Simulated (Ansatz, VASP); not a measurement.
# AlCo in VASP and in Ansatz

The input INCAR:

```
SYSTEM = AlCo
  PREC = Accurate
  ENCUT = 520
  EDIFF = 1E-7
  ISMEAR = 0
  SIGMA = 0.15
  LREAL = .FALSE.
  LASPH = .TRUE.
  NELM = 60
  ALGO = Normal
  ISIF = 2
  LWAVE = .FALSE.
  LCHARG = .FALSE.
  GGA = PS
  NBANDS = 13
```

KPOINTS

```
regular mesh
0
G
  16 16 16
  0 0 0
```

POSCAR

```
AlCo
1.0
    2.9321793384      0.0000000000      0.0000000000
    0.0000000000      2.9321793384      0.0000000000
    0.0000000000      0.0000000000      3.0449554668
Al Co
1 1
Direct
    0.0000000000      0.0000000000      0.0000000000
    0.5000000000      0.5000000000      0.5000000000
```

Input for Ansatz:

```yaml
crystal:
  lattice:
    - [2.9321793384, 0.0, 0.0]
    - [0.0, 2.9321793384, 0.0]
    - [0.0, 0.0, 3.0449554668]
  atoms:
    - { symbol: Al, position: [0.0, 0.0, 0.0] }
    - { symbol: Co, position: [0.5, 0.5, 0.5] }
basis:
  ecutwfc: 420
kpoints:
  mp_grid: { grid: [16, 16, 16] }
hamiltonian:
  xc: pbesol
scf:
  occupations: { method: gaussian, width: 0.15 }
output:
  forces: true
  stress: true
  eigenvalues: true
```

Change from the starting cell: strain +0.040 along x and y, +0.080 along z, atoms carried along.

Alike in both runs: task single point; functional PBEsol; k mesh 16 × 16 × 16; occupations gaussian, width 0.15 eV; no spin polarisation.

|  | VASP | Ansatz |
| --- | --- | --- |
| version | VASP 6.6.1 | Ansatz 0.2.0 |
| potentials or method | VASP PAW PBE potentials, release 64 (Al, Co), cutoff 520 eV | scalar-relativistic, plane waves, PAW |
| valence electrons in the cell | 12 | 20 |

VASP gave:

* gap on the k mesh at the Fermi level (eV): none
* pressure (GPa): -21.0
* traceless stress, the component that is largest in VASP (GPa): -1.90

Task: What did Ansatz give for the same quantities?

Result: gap on the k mesh at the Fermi level (eV): none; pressure (GPa): -21.1; traceless stress, the component that is largest in VASP (GPa): -1.89.

VASP's potentials were made for PBE, not for PBEsol. A gap of «none» marks a metal or a gap that the smearing closes. VASP's potentials hold 12 valence electrons a cell and Ansatz's 20, so a difference there can come from the potentials and not from the codes.
